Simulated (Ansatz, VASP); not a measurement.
AlNi in VASP and in Ansatz

```
Ni Al
1.0
     2.89000    0.00000    0.00000
     0.00000    2.89000    0.00000
     0.00000    0.00000    2.89000
Ni Al
1 1
Direct
  0.01199 0.01199 0.01199
  0.50000 0.50000 0.50000
```

Alike in both runs: task single point; functional HSE06; k mesh 4 × 4 × 4; occupations fermi-dirac, width 0.1 eV; no spin polarisation.

```csv
,VASP,Ansatz
version,VASP 6.6.1,Ansatz 0.2.0 development build
potentials or method,"VASP PAW PBE potentials, release 64 (Ni, Al), cutoff 520 eV","plane waves, all-electron PAW datasets generated for the crystal"
```

|  | VASP | Ansatz | Ansatz less VASP |
| --- | --- | --- | --- |
| rms of the force components (eV/Å) | 0.176 | 0.176 | -0.0005 |

Atom by atom the forces differ by 0.001 eV/Å (rms over components). Ansatz ran all-electron here, and VASP with PAW potentials. Ansatz's warnings: filled band counts differ across k points.

The k mesh is coarse, so the values compare programs but aren't converged.
